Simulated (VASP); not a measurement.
# Pd (Im-3m) in VASP: notebook

Runs on Pd. Level: r2SCAN. Tasks: single point.

Program: VASP 6.6.1. These are calculated values, not measurements. Logs are shortened: lines on timing, memory, paths and dates and some standing lists are left out, and cuts for length are marked.

## Step 1: The cell of the first run

Symmetry: Im-3m, No. 229, cubic system. Conventional cell: a = 3.229 Å, b = 3.229 Å, c = 3.229 Å, α = 90.00°, β = 90.00°, γ = 90.00°. Within 3.7 Å of Pd (site symmetry m-3m) lie 14 Pd at 2.80 to 3.23 Å.

This isn't the form of Pd at room conditions, which is fcc.

## Step 2: Single point, r2SCAN, collinear spin (16.83 Å³/atom)

The input, POSCAR:

```
Pd
1.0
    3.2287285689      0.0000000000      0.0000000000
    0.0000000000      3.2287285689      0.0000000000
    0.0000000000      0.0000000000      3.2287285689
Pd
2
Direct
    0.0000000000      0.0000000000      0.0000000000
    0.5000000000      0.5000000000      0.5000000000
```

The input, INCAR.step1:

```
SYSTEM = Pd
PREC = Accurate
ENCUT = 520
ISMEAR = -1
SIGMA = 0.05
LREAL = .False.
LASPH = .True.
NELM = 150
ISPIN = 2
MAGMOM = 0.5 -0.5
LMAXMIX = 4
NBANDS = 21
GGA = PE
ALGO = Normal
EDIFF = 1E-4
LWAVE = .True.
LCHARG = .False.
```

The input, INCAR.step2:

```
SYSTEM = Pd
PREC = Accurate
ENCUT = 520
EDIFF = 1E-6
ISMEAR = -1
SIGMA = 0.05
LREAL = .False.
LASPH = .True.
NELM = 150
ALGO = Normal
ISIF = 2
LWAVE = .False.
LCHARG = .False.
ISPIN = 2
MAGMOM = 0.5 -0.5
LORBIT = 11
LMAXMIX = 4
METAGGA = R2SCAN
LMIXTAU = .True.
NBANDS = 21
ISTART = 1
```

The input, KPOINTS:

```
Automatic mesh
0
Gamma
  11 11 11
  0 0 0
```

Potentials or basis: VASP PAW PBE potentials, release 64 (Pd).

The run is started by

```console
cat potpaw_PBE.64/Pd/POTCAR > POTCAR
cp INCAR.step1 INCAR
mpirun -np 1 vasp_std > vasp.out
cp INCAR.step2 INCAR
mpirun -np 1 vasp_std > vasp.out
```

OUTCAR:

```text
SYSTEM = Pd
   PREC = Accurate
   ENCUT = 520
   EDIFF = 1E-6
   ISMEAR = -1
   LREAL = .False.
   LASPH = .True.
   NELM = 150
   ISIF = 2
   ISPIN = 2
   LORBIT = 11
   METAGGA = R2SCAN
   ISTART = 1

 ion  position               nearest neighbor table
   1  0.000  0.000  0.000-   2 2.80   2 2.80   2 2.80   2 2.80   2 2.80   2 2.80   2 2.80   2 2.80

   2  0.500  0.500  0.500-   1 2.80   1 2.80   1 2.80   1 2.80   1 2.80   1 2.80   1 2.80   1 2.80

  LATTYP: Found a simple cubic cell.
 ALAT       =     3.2287285689

  Lattice vectors:

 A1 = (   3.2287285689,   0.0000000000,   0.0000000000)
 A2 = (   0.0000000000,   3.2287285689,   0.0000000000)
 A3 = (   0.0000000000,   0.0000000000,   3.2287285689)

Analysis of symmetry for initial positions (statically):
=====================================================================
 Subroutine PRICEL returns following result:

  LATTYP: Found a body centered cubic cell.
 ALAT       =     3.2287285689

  Lattice vectors:

 A1 = (   1.6143642844,   1.6143642845,  -1.6143642844)
 A2 = (  -1.6143642844,   1.6143642844,   1.6143642844)
 A3 = (   1.6143642844,  -1.6143642844,   1.6143642845)

   2 primitive cells build up your supercell.

 Routine SETGRP: Setting up the symmetry group for a
 simple cubic supercell.

 Subroutine GETGRP returns: Found 48 space group operations
 (whereof 48 operations were pure point group operations)
 out of a pool of 48 trial point group operations.

The static configuration has the point symmetry O_h .

Analysis of symmetry for dynamics (positions and initial velocities):
=====================================================================
 Subroutine PRICEL returns following result:

  LATTYP: Found a body centered cubic cell.
 ALAT       =     3.2287285689

  Lattice vectors:

 A1 = (   1.6143642844,   1.6143642845,  -1.6143642844)
 A2 = (  -1.6143642844,   1.6143642844,   1.6143642844)
 A3 = (   1.6143642844,  -1.6143642844,   1.6143642845)

   2 primitive cells build up your supercell.

 Routine SETGRP: Setting up the symmetry group for a
 simple cubic supercell.

 Subroutine GETGRP returns: Found 48 space group operations
 (whereof 48 operations were pure point group operations)
 out of a pool of 48 trial point group operations.

The dynamic configuration has the point symmetry O_h .

Analysis of structural, dynamic, and magnetic symmetry:
=====================================================================
 Subroutine PRICEL returns following result:

  LATTYP: Found a body centered cubic cell.
 ALAT       =     3.2287285689

  Lattice vectors:

 A1 = (   1.6143642844,   1.6143642845,  -1.6143642844)
 A2 = (  -1.6143642844,   1.6143642844,   1.6143642844)
 A3 = (   1.6143642844,  -1.6143642844,   1.6143642845)

   2 primitive cells build up your supercell.

 Routine SETGRP: Setting up the symmetry group for a
 simple cubic supercell.

 Subroutine GETGRP returns: Found 48 space group operations
 (whereof 48 operations were pure point group operations)
 out of a pool of 48 trial point group operations.

The overall configuration has the point symmetry O_h .

 Subroutine INISYM returns: Found 48 space group operations
 (whereof 48 operations are pure point group operations),
 and found     2 'primitive' translations

----------------------------------------------------------------------------------------

                                     Primitive cell

  volume of cell :      16.8292

  direct lattice vectors                    reciprocal lattice vectors
     1.614364284  1.614364284 -1.614364284     0.309719439  0.309719439  0.000000000
    -1.614364284  1.614364284  1.614364284    -0.000000000  0.309719439  0.309719439
     1.614364284 -1.614364284  1.614364284     0.309719439  0.000000000  0.309719439

  length of vectors
     2.796160963  2.796160963  2.796160963     0.438009431  0.438009431  0.438009431

  position of ions in fractional coordinates (direct lattice)
     0.000000000  0.000000000  0.000000000

  ion indices of the primitive-cell ions
   primitive index   ion index
                 1           1

----------------------------------------------------------------------------------------

 KPOINTS: Automatic mesh

Automatic generation of k-mesh.
 Grid dimensions read from file:
 generate k-points for:   11   11   11

 Generating k-lattice:

  Cartesian coordinates                     Fractional coordinates (reciprocal lattice)
     0.028156313  0.000000000  0.000000000     0.090909091  0.000000000  0.000000000
     0.000000000  0.028156313  0.000000000     0.000000000  0.090909091  0.000000000
     0.000000000  0.000000000  0.028156313     0.000000000  0.000000000  0.090909091

  Length of vectors
     0.028156313  0.028156313  0.028156313

  Shift w.r.t. Gamma in fractional coordinates (k-lattice)
     0.000000000  0.000000000  0.000000000

 Subroutine IBZKPT returns following result:
 ===========================================

 Found     56 irreducible k-points:

 Following reciprocal coordinates:
            Coordinates               Weight
  0.000000  0.000000  0.000000      1.000000
  0.090909  0.000000  0.000000      6.000000
  0.181818  0.000000  0.000000      6.000000
  0.272727  0.000000  0.000000      6.000000
  0.363636  0.000000  0.000000      6.000000
  0.454545  0.000000  0.000000      6.000000
[... 16 lines left out ...]
  0.181818  0.090909  0.090909     24.000000
  0.272727  0.090909  0.090909     24.000000
 [... further k-points ...]
   k-points           NKPTS =     56   k-points in BZ     NKDIM =     56   number of bands    NBANDS=     21
   number of dos      NEDOS =    301   number of ions     NIONS =      2
   total plane-waves  NPLWV =  13824
   dimension x,y,z NGX =    24 NGY =   24 NGZ =   24
   dimension x,y,z NGXF=    48 NGYF=   48 NGZF=   48
   ions per type =               2
   NGX,Y,Z   is equivalent  to a cutoff of  12.36, 12.36, 12.36 a.u.
   NGXF,Y,Z  is equivalent  to a cutoff of  24.72, 24.72, 24.72 a.u.
 SYSTEM =  Pd
   PREC   = accura    normal or accurate (medium, high low for compatibility)
   ISTART =      1    job   : 0-new  1-cont  2-samecut
   ICHARG =      0    charge: 1-file 2-atom 10-const
   ISPIN  =      2    spin polarized calculation?
   LNONCOLLINEAR =      F non collinear calculations
   LSORBIT =      F    spin-orbit coupling
   LASPH  =      T    aspherical Exc in radial PAW
   ENCUT  =  520.0 eV  38.22 Ry    6.18 a.u.   6.00  6.00  6.00*2*pi/ulx,y,z
   NELM   =    150;   NELMIN=  2; NELMDL=  0     # of ELM steps
   EDIFF  = 0.1E-05   stopping-criterion for ELM
   LREAL  =      F    real-space projection
   EDIFFG = 0.1E-04   stopping-criterion for IOM
   NSW    =      0    number of steps for IOM
   IBRION =     -1    ionic relax: 0-MD 1-quasi-New 2-CG
   NFREE  =      0    steps in history (QN), initial steepest desc. (CG)
   ISIF   =      2    stress and relaxation
   ISYM   =      2    0-nonsym 1-usesym 2-fastsym
   POTIM  = 0.5000    time-step for ionic-motion
   TEBEG  =    0.0;   TEEND  =   0.0 temperature during run
   PSTRESS=    0.0 pullay stress
   NELECT =      20.0000    total number of electrons
   NUPDOWN=      -1.0000    fix difference up-down
   EMIN   =  10.00;   EMAX   =-10.00  energy-range for DOS
   EFERMI =   0.00;   METHOD = LEGACY
   ISMEAR =    -1;   SIGMA  =   0.05  broadening in eV -4-tet -1-fermi 0-gaus
   EFERMI_NEDOS =   21; number of points for ismear=-14 and -15
   IALGO  =     38    algorithm
   IMIX   =      4    mixing-type and parameters
     AMIX     =   0.40;   BMIX     =  1.00
     AMIX_MAG =   1.60;   BMIX_MAG =  1.00
  volume/ion in A,a.u.               =      16.83       113.57
  Fermi-wavevector in a.u.,A,eV,Ry     =   1.376322  2.600871 25.772992  1.894261
  Thomas-Fermi vector in A             =   2.501577
   LORBIT       =     11    0 simple, 1 ext, 2 COOP (PROOUT), +10 PAW based schemes
   METAGGA = R2SCAN    functional components
   LHFCALC =     F    Hartree Fock is set to
   AEXX    =    0.0000 exact exchange contribution
   IVDW    =     0    specifies the selected vdW correction
   LEPSILON=     F    determine dielectric tensor
   LRPA    =     F    only Hartree local field effects (RPA)
 spin polarized calculation
  energy-cutoff  :      520.00
  volume of cell :       33.66
 maximum number of plane-waves:       925
   NGX = 13   NGY = 13   NGZ = 13

 number of electron      19.9999984 magnetization      -0.0000000

 number of electron      19.9999984 magnetization       0.0000000

 Free energy of the ion-electron system (eV)
  ---------------------------------------------------
  ext. energy  EPLUGINS =         0.00000000
  ---------------------------------------------------
  free energy    TOTEN  =       -45.64759611 eV

  energy without entropy =      -45.62488547  energy(sigma->0) =      -45.63624079

 E-fermi :   7.5962     XC(G=0): -13.1543

 val. band max:        7.5951166109   @ k =   0.0909   0.0000   0.0000
 cond. band min:       7.5998686334   @ k =   0.3636   0.1818   0.0000
 fundamental gap:      0.0047520224
 Fermi energy:         7.5962287237

 spin component 1

 k-point     1 :       0.0000    0.0000    0.0000
  band No.  band energies     occupation
      1       1.4056      1.00000
      2       3.1893      1.00000
      3       3.1893      1.00000
      4       5.0899      1.00000
      5       5.0899      1.00000
      6       5.0899      1.00000
[... 550 lines left out ...]
      5       4.9960      1.00000
      6       6.0123      1.00000
[... 13 lines left out ...]
     20      29.9940      0.00000
     21      30.2587      0.00000

 [... further k-points ...]

 spin component 2

 k-point     1 :       0.0000    0.0000    0.0000
  band No.  band energies     occupation
      1       1.4056      1.00000
      2       3.1893      1.00000
      3       3.1893      1.00000
      4       5.0899      1.00000
      5       5.0899      1.00000
      6       5.0899      1.00000
[... 550 lines left out ...]
      5       4.9960      1.00000
      6       6.0123      1.00000
[... 13 lines left out ...]
     20      29.9940      0.00000
     21      30.2587      0.00000

 [... further k-points ...]

------------------------ aborting loop because EDIFF is reached ----------------------------------------

  FORCE on cell =-STRESS in cart. coord.  units (eV):
  Direction    XX          YY          ZZ          XY          YZ          ZX
  --------------------------------------------------------------------------------------
  -------------------------------------------------------------------------------------
  Total       -3.0655905     -3.0655905     -3.0655905      0.0000000      0.0000000      0.0000000
  in kB     -145.9251372   -145.9251372   -145.9251372      0.0000000      0.0000000      0.0000000
  external PRESSURE =    -145.9251372 kB  Pullay stress =       0.0000000 kB

 VOLUME and BASIS-vectors are now :
 -----------------------------------------------------------------------------
  energy-cutoff  :      520.00
  volume of cell :       33.66
      direct lattice vectors                 reciprocal lattice vectors
     3.228728569  0.000000000  0.000000000     0.309719439  0.000000000  0.000000000
     0.000000000  3.228728569  0.000000000     0.000000000  0.309719439  0.000000000
     0.000000000  0.000000000  3.228728569     0.000000000  0.000000000  0.309719439

 POSITION                                       TOTAL-FORCE (eV/Angst)
 -----------------------------------------------------------------------------------
      0.00000      0.00000      0.00000        -0.000000     -0.000000     -0.000000
      1.61436      1.61436      1.61436         0.000000      0.000000      0.000000
 -----------------------------------------------------------------------------------
    total drift:                                0.000000      0.000000     -0.000000

  FREE ENERGIE OF THE ION-ELECTRON SYSTEM (eV)
  ---------------------------------------------------
  free  energy   TOTEN  =       -45.6475961090 eV

  energy  without entropy=      -45.6248854730  energy(sigma->0) =      -45.63624079

 total charge

# of ion       s       p       d       tot
------------------------------------------
    1        0.448   0.334   8.478   9.260
    2        0.448   0.334   8.478   9.260
--------------------------------------------------
tot          0.896   0.667  16.956  18.520

 magnetization (x)

# of ion       s       p       d       tot
------------------------------------------
    1       -0.000   0.000  -0.000  -0.000
    2        0.000  -0.000   0.000   0.000
--------------------------------------------------
tot          0.000   0.000   0.000   0.000
```

Run time: 1.8 min. Hardware: 1 thread of AMD EPYC 9R45 (Zen 5), shared host; peak memory 0.16 GiB.

What came out:

```
Free energy                                           : -45.6476 eV
Pressure                                              : -14.6 GPa
Band gap on the k mesh                                : zero (filled and empty bands overlap)
Net moment                                            : 0.00 μB per cell
Valence electrons inside the program's atomic spheres : Pd 9.26
```

Caveat: the cell stands under tension; the PAW data sets were made with another functional, which shifts forces and pressure a little.

## Step 3: Single point, r2SCAN, collinear spin

This run uses another cell than the first one, of 15.03 Å³/atom.

The input, POSCAR:

```
Pd
1.0
    3.1090344116      0.0000000000      0.0000000000
    0.0000000000      3.1090344116      0.0000000000
    0.0000000000      0.0000000000      3.1090344116
Pd
2
Direct
    0.0000000000      0.0000000000      0.0000000000
    0.5000000000      0.5000000000      0.5000000000
```

The input, INCAR.step1:

```
SYSTEM = Pd
  PREC = Accurate
  ENCUT = 520
  ISMEAR = -1
  SIGMA = 0.05
  LREAL = .False.
  LASPH = .True.
  NELM = 150
  ISPIN = 2
  MAGMOM = 0.5 -0.5
  LMAXMIX = 4
  NBANDS = 21
  GGA = PE
  ALGO = Normal
  EDIFF = 1E-4
  LWAVE = .True.
  LCHARG = .False.
```

The input, INCAR.step2:

```
SYSTEM = Pd
  PREC = Accurate
  ENCUT = 520
  EDIFF = 1E-6
  ISMEAR = -1
  SIGMA = 0.05
  LREAL = .False.
  LASPH = .True.
  NELM = 150
  ALGO = Normal
  ISIF = 2
  LWAVE = .False.
  LCHARG = .True.
  ISPIN = 2
  MAGMOM = 0.5 -0.5
  LORBIT = 11
  LMAXMIX = 4
  METAGGA = R2SCAN
  LMIXTAU = .True.
  LELF = .True.
  LVHAR = .True.
  NBANDS = 21
  ISTART = 1
```

The input, KPOINTS:

```
regular mesh
0
Gamma
  17 17 17
  0 0 0
```

Potentials or basis: VASP PAW PBE potentials, release 64 (Pd).

The run is started by

```console
cat potpaw_PBE.64/Pd/POTCAR > POTCAR
cp INCAR.step1 INCAR
mpirun -np 1 vasp_std > vasp.out
cp INCAR.step2 INCAR
mpirun -np 1 vasp_std > vasp.out
```

Wall time 5 min (1 thread of AMD EPYC 9R45 (Zen 5), shared host); peak memory 0.23 GiB.

It converged, with:

* Free energy: -45.8187 eV
* Pressure: 0.8 GPa
* Band gap on the k mesh: zero (filled and empty bands overlap)
* Net moment: 0.00 μB per cell
* Valence electrons inside the program's atomic spheres: Pd 9.45

Levels at points of the mesh, in eV from the Fermi level:
Spin up:
```
           k point  band 7  band 8  band 9  band 10  band 11  band 12  band 13  band 14
(0.00, 0.00, 0.00)   -1.02   -1.02    0.22     0.22     0.22     9.74     9.74     9.74
```
Spin down:
| k point | band 7 | band 8 | band 9 | band 10 | band 11 | band 12 | band 13 | band 14 |
| --- | --- | --- | --- | --- | --- | --- | --- | --- |
| (0.00, 0.00, 0.00) | -1.02 | -1.02 | 0.22 | 0.22 | 0.22 | 9.74 | 9.74 | 9.74 |

Caveat: the PAW data sets were made with another functional, which shifts forces and pressure a little.
